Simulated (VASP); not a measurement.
# Cd (P6_3/mmc) in VASP: a series of runs

Cd is run at these levels: PBE, r2SCAN; tasks: single point.

Everything below comes from runs of VASP 6.6.1. Logs are shortened: lines on timing, memory, paths and dates and some standing lists are left out, and cuts for length are marked.

### 1 The cell of the first run

The structure is hexagonal, space group P6_3/mmc (No. 194). The conventional cell has a = 3.018 Å, b = 3.018 Å, c = 5.692 Å, α = 90.00°, β = 90.00°, γ = 120.00°. Cd (site symmetry -6m2) has 12 Cd at 3.02 to 3.34 Å within 4.0 Å.

### 2 Single point, PBE

File INCAR:

```
SYSTEM = Cd
PREC = Accurate
ENCUT = 520
EDIFF = 1E-7
ISMEAR = -1
SIGMA = 0.05
LREAL = .FALSE.
LASPH = .TRUE.
NELM = 100
ALGO = Fast
ISIF = 2
LWAVE = .FALSE.
LCHARG = .FALSE.
GGA = PE
NBANDS = 19
```

File KPOINTS:

```
regular mesh
0
G
  10 10 5
  0 0 0
```

File POSCAR:

```
Cd
1.0
    3.0180701533      0.0000000000      0.0000000000
   -1.5090350766      2.6137254232      0.0000000000
    0.0000000000      0.0000000000      5.6915749249
Cd
2
Direct
    0.6666666667      0.3333333333      0.7500000000
    0.3333333333      0.6666666667      0.2500000000
```

Potentials or basis: VASP PAW PBE potentials, release 64 (Cd).

The run is started by

```bash
cat potpaw_PBE.64/Cd/POTCAR > POTCAR
mpirun -np 1 vasp_std > vasp.out
```

OUTCAR:

```text
SYSTEM = Cd
   PREC = Accurate
   ENCUT = 520
   EDIFF = 1E-7
   ISMEAR = -1
   LREAL = .FALSE.
   LASPH = .TRUE.
   NELM = 100
   ISIF = 2
   GGA = PE

 ion  position               nearest neighbor table
   1  0.667  0.333  0.750-   2 3.34   2 3.34   2 3.34   2 3.34   2 3.34   2 3.34
   2  0.333  0.667  0.250-   1 3.34   1 3.34   1 3.34   1 3.34   1 3.34   1 3.34

  LATTYP: Found a hexagonal cell.
 ALAT       =     3.0180701533
 C/A-ratio  =     1.8858325472

  Lattice vectors:

 A1 = (   3.0180701533,   0.0000000000,   0.0000000000)
 A2 = (  -1.5090350766,   2.6137254232,   0.0000000000)
 A3 = (   0.0000000000,   0.0000000000,   5.6915749249)

Analysis of symmetry for initial positions (statically):
=====================================================================
 Subroutine PRICEL returns:
 Original cell was already a primitive cell.

 Routine SETGRP: Setting up the symmetry group for a
 hexagonal supercell.

 Subroutine GETGRP returns: Found 24 space group operations
 (whereof 12 operations were pure point group operations)
 out of a pool of 24 trial point group operations.

The static configuration has the point symmetry D_3d.
 The point group associated with its full space group is D_6h.

Analysis of symmetry for dynamics (positions and initial velocities):
=====================================================================
 Subroutine PRICEL returns:
 Original cell was already a primitive cell.

 Routine SETGRP: Setting up the symmetry group for a
 hexagonal supercell.

 Subroutine GETGRP returns: Found 24 space group operations
 (whereof 12 operations were pure point group operations)
 out of a pool of 24 trial point group operations.

The dynamic configuration has the point symmetry D_3d.
 The point group associated with its full space group is D_6h.

 Subroutine INISYM returns: Found 24 space group operations
 (whereof 12 operations are pure point group operations),
 and found     1 'primitive' translations

----------------------------------------------------------------------------------------

                                     Primitive cell

  volume of cell :      44.8975

  direct lattice vectors                    reciprocal lattice vectors
     3.018070153  0.000000000  0.000000000     0.331337560  0.191297829  0.000000000
    -1.509035077  2.613725423  0.000000000     0.000000000  0.382595659  0.000000000
     0.000000000  0.000000000  5.691574925     0.000000000  0.000000000  0.175698293

  length of vectors
     3.018070153  3.018070153  5.691574925     0.382595659  0.382595659  0.175698293

  position of ions in fractional coordinates (direct lattice)
     0.666666667  0.333333333  0.750000000
     0.333333333  0.666666667  0.250000000

  ion indices of the primitive-cell ions
   primitive index   ion index
                 1           1
                 2           2

----------------------------------------------------------------------------------------

 KPOINTS: regular mesh

Automatic generation of k-mesh.
 Grid dimensions read from file:
 generate k-points for:   10   10    5

 Generating k-lattice:

  Cartesian coordinates                     Fractional coordinates (reciprocal lattice)
     0.033133756  0.019129783  0.000000000     0.100000000 -0.000000000  0.000000000
     0.000000000  0.038259566  0.000000000     0.000000000  0.100000000  0.000000000
     0.000000000  0.000000000  0.035139659     0.000000000  0.000000000  0.200000000

  Length of vectors
     0.038259566  0.038259566  0.035139659

  Shift w.r.t. Gamma in fractional coordinates (k-lattice)
     0.000000000  0.000000000  0.000000000

 Subroutine IBZKPT returns following result:
 ===========================================

 Found     42 irreducible k-points:

 Following reciprocal coordinates:
            Coordinates               Weight
  0.000000  0.000000  0.000000      1.000000
  0.100000  0.000000  0.000000      6.000000
  0.200000  0.000000  0.000000      6.000000
  0.300000  0.000000  0.000000      6.000000
  0.400000  0.000000  0.000000      6.000000
  0.500000  0.000000  0.000000      3.000000
[... 16 lines left out ...]
  0.300000  0.100000  0.200000     24.000000
  0.400000  0.100000  0.200000     24.000000
 [... further k-points ...]
   k-points           NKPTS =     42   k-points in BZ     NKDIM =     42   number of bands    NBANDS=     19
   number of dos      NEDOS =    301   number of ions     NIONS =      2
   total plane-waves  NPLWV =  24192
   dimension x,y,z NGX =    24 NGY =   24 NGZ =   42
   dimension x,y,z NGXF=    48 NGYF=   48 NGZF=   84
   ions per type =               2
   NGX,Y,Z   is equivalent  to a cutoff of  13.22, 13.22, 12.27 a.u.
   NGXF,Y,Z  is equivalent  to a cutoff of  26.44, 26.44, 24.54 a.u.
 SYSTEM =  Cd
   PREC   = accura    normal or accurate (medium, high low for compatibility)
   ISTART =      0    job   : 0-new  1-cont  2-samecut
   ICHARG =      2    charge: 1-file 2-atom 10-const
   ISPIN  =      1    spin polarized calculation?
   LNONCOLLINEAR =      F non collinear calculations
   LSORBIT =      F    spin-orbit coupling
   LASPH  =      T    aspherical Exc in radial PAW
   ENCUT  =  520.0 eV  38.22 Ry    6.18 a.u.   5.61  5.61 10.58*2*pi/ulx,y,z
   NELM   =    100;   NELMIN=  2; NELMDL= -5     # of ELM steps
   EDIFF  = 0.1E-06   stopping-criterion for ELM
   LREAL  =      F    real-space projection
   EDIFFG = 0.1E-05   stopping-criterion for IOM
   NSW    =      0    number of steps for IOM
   IBRION =     -1    ionic relax: 0-MD 1-quasi-New 2-CG
   NFREE  =      0    steps in history (QN), initial steepest desc. (CG)
   ISIF   =      2    stress and relaxation
   ISYM   =      2    0-nonsym 1-usesym 2-fastsym
   POTIM  = 0.5000    time-step for ionic-motion
   TEBEG  =    0.0;   TEEND  =   0.0 temperature during run
   PSTRESS=    0.0 pullay stress
   NELECT =      24.0000    total number of electrons
   NUPDOWN=      -1.0000    fix difference up-down
   EMIN   =  10.00;   EMAX   =-10.00  energy-range for DOS
   EFERMI =   0.00;   METHOD = LEGACY
   ISMEAR =    -1;   SIGMA  =   0.05  broadening in eV -4-tet -1-fermi 0-gaus
   EFERMI_NEDOS =   21; number of points for ismear=-14 and -15
   IALGO  =     68    algorithm
   IMIX   =      4    mixing-type and parameters
     AMIX     =   0.40;   BMIX     =  1.00
     AMIX_MAG =   1.60;   BMIX_MAG =  1.00
  volume/ion in A,a.u.               =      22.45       151.49
  Fermi-wavevector in a.u.,A,eV,Ry     =   1.328632  2.510750 24.017856  1.765263
  Thomas-Fermi vector in A             =   2.457855
   LORBIT       =      0    0 simple, 1 ext, 2 COOP (PROOUT), +10 PAW based schemes
   GGA     = PE    functional components
   LHFCALC =     F    Hartree Fock is set to
   AEXX    =    0.0000 exact exchange contribution
   IVDW    =     0    specifies the selected vdW correction
   LEPSILON=     F    determine dielectric tensor
   LRPA    =     F    only Hartree local field effects (RPA)
 non-spin polarized calculation
 RMM-DIIS sequential band-by-band and
  energy-cutoff  :      520.00
  volume of cell :       44.90
 maximum number of plane-waves:      1228
 NGX is ok and might be reduce to    24
   NGX = 11   NGY = 11   NGZ = 21

 number of electron      23.9999991 magnetization

 Free energy of the ion-electron system (eV)
  ---------------------------------------------------
  ext. energy  EPLUGINS =         0.00000000
  ---------------------------------------------------
  free energy    TOTEN  =        -1.50360143 eV

  energy without entropy =       -1.50156441  energy(sigma->0) =       -1.50258292

 E-fermi :   2.6015     XC(G=0): -10.8268

 val. band max:        2.3850125813   @ k =   0.3000   0.2000   0.2000
 cond. band min:       2.6374854635   @ k =   0.3000   0.0000   0.0000
 fundamental gap:      0.2524728821
 Fermi energy:         2.6015456721

 k-point     1 :       0.0000    0.0000    0.0000
  band No.  band energies     occupation
      1      -7.0306      2.00000
      2      -6.7896      2.00000
      3      -6.4620      2.00000
      4      -6.4620      2.00000
      5      -6.4156      2.00000
      6      -6.4156      2.00000
[... 11 lines left out ...]
     18      17.1934      0.00000
     19      18.2033      0.00000

 k-point     2 :       0.1000    0.0000    0.0000
  band No.  band energies     occupation
      1      -6.9420      2.00000
      2      -6.7191      2.00000
      3      -6.4920      2.00000
      4      -6.4430      2.00000
      5      -6.3775      2.00000
      6      -6.3340      2.00000
[... 11 lines left out ...]
     18      17.1253      0.00000
     19      18.4913      0.00000

 k-point     3 :       0.2000    0.0000    0.0000
  band No.  band energies     occupation
      1      -6.8642      2.00000
      2      -6.6458      2.00000
      3      -6.5388      2.00000
      4      -6.3551      2.00000
      5      -6.2792      2.00000
      6      -6.1495      2.00000
[... 11 lines left out ...]
     18      15.6238      0.00000
     19      15.9022      0.00000

 k-point     4 :       0.3000    0.0000    0.0000
  band No.  band energies     occupation
      1      -6.9900      2.00000
      2      -6.7958      2.00000
      3      -6.5627      2.00000
      4      -6.3449      2.00000
      5      -6.2360      2.00000
      6      -6.1606      2.00000
[... 11 lines left out ...]
     18      15.4359      0.00000
     19      16.0511      0.00000

 k-point     5 :       0.4000    0.0000    0.0000
  band No.  band energies     occupation
      1      -7.1211      2.00000
      2      -6.9318      2.00000
      3      -6.7682      2.00000
      4      -6.3590      2.00000
      5      -6.2193      2.00000
      6      -6.1955      2.00000
[... 11 lines left out ...]
     18      15.1696      0.00000
     19      15.5810      0.00000
[... 334 lines left out ...]
      2      -6.6510      2.00000
      3      -6.5381      2.00000
      4      -6.5040      2.00000
      5      -6.2580      2.00000
      6      -6.2085      2.00000
[... 11 lines left out ...]
     18      15.3907      0.00000
     19      18.1764      0.00000

 k-point    22 :       0.2000    0.1000    0.2000
  band No.  band energies     occupation
      1      -6.8063      2.00000
      2      -6.6531      2.00000
      3      -6.5512      2.00000
      4      -6.4373      2.00000
      5      -6.3469      2.00000
      6      -6.2093      2.00000
[... 11 lines left out ...]
     18      14.0060      0.00000
     19      15.9753      0.00000

 k-point    23 :       0.3000    0.1000    0.2000
  band No.  band energies     occupation
      1      -6.9496      2.00000
      2      -6.8082      2.00000
      3      -6.6810      2.00000
      4      -6.4640      2.00000
      5      -6.2398      2.00000
      6      -6.1391      2.00000
[... 11 lines left out ...]
     18      13.0048      0.00000
     19      14.9147      0.00000

 k-point    24 :       0.4000    0.1000    0.2000
  band No.  band energies     occupation
      1      -7.0419      2.00000
      2      -6.9109      2.00000
      3      -6.7885      2.00000
      4      -6.5118      2.00000
      5      -6.2552      2.00000
      6      -6.0432      2.00000
[... 11 lines left out ...]
     18      12.4511      0.00000
     19      15.7345      0.00000

 [... further k-points ...]
[... 5 lines left out ...]
  --------------------------------------------------------------------------------------
  -------------------------------------------------------------------------------------
  Total        0.3668542      0.3668542      0.0855179      0.0000000      0.0000000      0.0000000
  in kB       13.0912857     13.0912857      3.0517274      0.0000000      0.0000000      0.0000000
  external PRESSURE =       9.7447663 kB  Pullay stress =       0.0000000 kB

 VOLUME and BASIS-vectors are now :
 -----------------------------------------------------------------------------
  energy-cutoff  :      520.00
  volume of cell :       44.90
      direct lattice vectors                 reciprocal lattice vectors
     3.018070153  0.000000000  0.000000000     0.331337560  0.191297829  0.000000000
    -1.509035077  2.613725423  0.000000000     0.000000000  0.382595659  0.000000000
     0.000000000  0.000000000  5.691574925     0.000000000  0.000000000  0.175698293

 POSITION                                       TOTAL-FORCE (eV/Angst)
 -----------------------------------------------------------------------------------
      1.50904      0.87124      4.26868         0.000000      0.000000      0.000000
     -0.00000      1.74248      1.42289        -0.000000      0.000000      0.000000
 -----------------------------------------------------------------------------------
    total drift:                                0.000000     -0.000000      0.000000

  FREE ENERGIE OF THE ION-ELECTRON SYSTEM (eV)
  ---------------------------------------------------
  free  energy   TOTEN  =        -1.5036014252 eV

  energy  without entropy=       -1.5015644100  energy(sigma->0) =       -1.50258292
```

Wall time 13 s (1 thread of Intel Xeon Platinum 8559C (Emerald Rapids), shared host); peak memory 0.17 GiB.

Results:

```
Free energy            : -1.5036 eV
Pressure               : 1.0 GPa
Band gap on the k mesh : zero (band 12 reaches 3.70 eV, above the bottom of band 13 at -0.16 eV)
```

### 3 Single point, r2SCAN

This run uses another cell than the first one, of 20.29 Å³/atom, 0.904 times its volume.

File POSCAR:

```
Cd
1.0
    2.9180596717      0.0000000000      0.0000000000
   -1.4590298358      2.5271138055      0.0000000000
    0.0000000000      0.0000000000      5.5029719036
Cd
2
Direct
    0.6666666667      0.3333333333      0.7500000000
    0.3333333333      0.6666666667      0.2500000000
```

File INCAR.step1:

```
PREC     = Accurate       # precision mode
ENCUT    = 520            # plane-wave cutoff, eV
ISMEAR   = -1             # smearing method
SIGMA    = 0.05           # smearing width, eV
LREAL    = False          # projectors in reciprocal space
LASPH    = True           # aspherical terms in the spheres
NELM     = 100            # most SCF steps
NBANDS   = 19             # bands
GGA      = PE             # functional
ALGO     = Normal         # electronic algorithm
EDIFF    = 1E-4           # SCF threshold, eV
LWAVE    = True           # write WAVECAR
LCHARG   = False          # write CHGCAR
```

File INCAR.step2:

```
PREC     = Accurate       # precision mode
ENCUT    = 520            # plane-wave cutoff, eV
EDIFF    = 1E-7           # SCF threshold, eV
ISMEAR   = -1             # smearing method
SIGMA    = 0.05           # smearing width, eV
LREAL    = False          # projectors in reciprocal space
LASPH    = True           # aspherical terms in the spheres
NELM     = 100            # most SCF steps
ALGO     = Normal         # electronic algorithm
ISIF     = 2              # what is computed and relaxed
LWAVE    = False          # write WAVECAR
LCHARG   = False          # write CHGCAR
METAGGA  = R2SCAN         # meta-GGA
LMIXTAU  = True         
NBANDS   = 19             # bands
ISTART   = 1
```

File KPOINTS:

```
regular mesh
0
Gamma
  10 10 5
```

Potentials or basis: VASP PAW PBE potentials, release 64 (Cd).

The run is started by

```bash
cat potpaw_PBE.64/Cd/POTCAR > POTCAR
cp INCAR.step1 INCAR
mpirun -np 1 vasp_std > vasp.out
cp INCAR.step2 INCAR
mpirun -np 1 vasp_std > vasp.out
```

Run time: 67 s. Hardware: 1 thread of Intel Xeon Platinum 8559C (Emerald Rapids), shared host; peak memory 0.17 GiB.

The run converged. Its results:

```yaml
Free_energy: -40.1597 eV
Pressure: 5.5 GPa
Band_gap_on_the_k_mesh: zero (band 12 reaches 4.55 eV, above the bottom of band 13 at 0.28 eV)
```

Stress tensor (GPa, compression positive):
```
6.31 0.00 0.00
0.00 6.31 0.00
0.00 0.00 3.86
```

Levels at points of the mesh, in eV from the Fermi level:
| k point | band 8 | band 9 | band 10 | band 11 | band 12 | band 13 | band 14 | band 15 | band 16 | band 17 |
| --- | --- | --- | --- | --- | --- | --- | --- | --- | --- | --- |
| (0.00, 0.00, 0.00) | -9.11 | -9.11 | -8.82 | -8.82 | -3.25 | -2.97 | 11.56 | 15.55 | 16.33 | 16.56 |
| (0.50, 0.00, 0.00) | -8.86 | -8.50 | -8.47 | -2.46 | -1.76 | 2.40 | 3.44 | 3.94 | 5.87 | 9.35 |

Caveat: the PAW data sets were made with another functional, which shifts forces and pressure a little.

### 4 Single point, r2SCAN

This run uses another cell than the first one, of 20.72 Å³/atom, 0.923 times its volume.

File POSCAR:

```
Cd
1.0
    2.9386100647      0.0000000000      0.0000000000
   -1.4693050324      2.5449109679      0.0000000000
    0.0000000000      0.0000000000      5.5417265037
Cd
2
Direct
    0.6666666667      0.3333333333      0.7500000000
    0.3333333333      0.6666666667      0.2500000000
```

File INCAR.step1:

```
SYSTEM = Cd
PREC     = Accurate       ! precision mode
ENCUT    = 520            ! plane-wave cutoff, eV
ISMEAR   = -1             ! smearing method
SIGMA    = 0.05           ! smearing width, eV
LREAL    = .FALSE.        ! projectors in reciprocal space
LASPH    = .TRUE.         ! aspherical terms in the spheres
NELM     = 80             ! most SCF steps
NBANDS   = 19             ! bands
GGA      = PE             ! functional
ALGO     = Normal         ! electronic algorithm
EDIFF    = 1E-4           ! SCF threshold, eV
LWAVE    = .TRUE.         ! write WAVECAR
LCHARG   = .FALSE.        ! write CHGCAR
```

File INCAR.step2:

```
SYSTEM = Cd
PREC     = Accurate       ! precision mode
ENCUT    = 520            ! plane-wave cutoff, eV
EDIFF    = 1E-6           ! SCF threshold, eV
ISMEAR   = -1             ! smearing method
SIGMA    = 0.05           ! smearing width, eV
LREAL    = .FALSE.        ! projectors in reciprocal space
LASPH    = .TRUE.         ! aspherical terms in the spheres
NELM     = 80             ! most SCF steps
ALGO     = Normal         ! electronic algorithm
ISIF     = 2              ! what is computed and relaxed
LWAVE    = .FALSE.        ! write WAVECAR
LCHARG   = .FALSE.        ! write CHGCAR
METAGGA  = R2SCAN         ! meta-GGA
LMIXTAU  = .TRUE.       
NBANDS   = 19             ! bands
ISTART   = 1
```

File KPOINTS:

```
regular mesh
0
G
  10 10 5
  0 0 0
```

The run is started by

```bash
cat potpaw_PBE.64/Cd/POTCAR > POTCAR
cp INCAR.step1 INCAR
mpirun -np 1 vasp_std > vasp.out
cp INCAR.step2 INCAR
mpirun -np 1 vasp_std > vasp.out
```

It took 62 s on 1 thread of Intel Xeon Platinum 8559C (Emerald Rapids), shared host; peak memory 0.17 GiB.

It converged, with:

```
Free energy            : -40.1846 eV
Pressure               : 3.8 GPa
Band gap on the k mesh : zero (band 12 reaches 4.37 eV, above the bottom of band 13 at 0.10 eV)
```

Stress tensor (GPa, compression positive):
```
4.31 0.00 0.00
0.00 4.31 0.00
0.00 0.00 2.65
```

Levels at points of the mesh, in eV from the Fermi level:
```
           k point  band 10  band 11  band 12  band 13  band 14  band 15
(0.00, 0.00, 0.00)    -8.81    -8.81    -3.15    -3.00    11.42    15.44
(0.50, 0.00, 0.00)    -8.47    -2.41    -1.77     2.33     3.41     3.79
```

Caveat: the PAW data sets were made with another functional, which shifts forces and pressure a little.

### 5 Overview

| level | cell | gap on the mesh (eV) | pressure (GPa) |
| --- | --- | --- | --- |
| PBE | a = 3.018, b = 3.018, c = 5.692 Å, angles 90.0, 90.0, 120.0°, 2 atoms | none | 1.0 |
| r2SCAN | a = 2.918, b = 2.918, c = 5.503 Å, angles 90.0, 90.0, 120.0°, 2 atoms | none | 5.5 |
| r2SCAN | a = 2.939, b = 2.939, c = 5.542 Å, angles 90.0, 90.0, 120.0°, 2 atoms | none | 3.8 |

Alike in all rows: task single point; potentials or basis VASP PAW PBE potentials, release 64 (Cd); no spin polarisation; k mesh 10 × 10 × 5; cutoff (eV) 520; smearing fermi-dirac 0.05 eV.

Caveats: the PAW data sets were made with another functional, which shifts forces and pressure a little (some runs).

Total energies depend on the potentials used, so only differences within one code and one set of settings carry meaning.
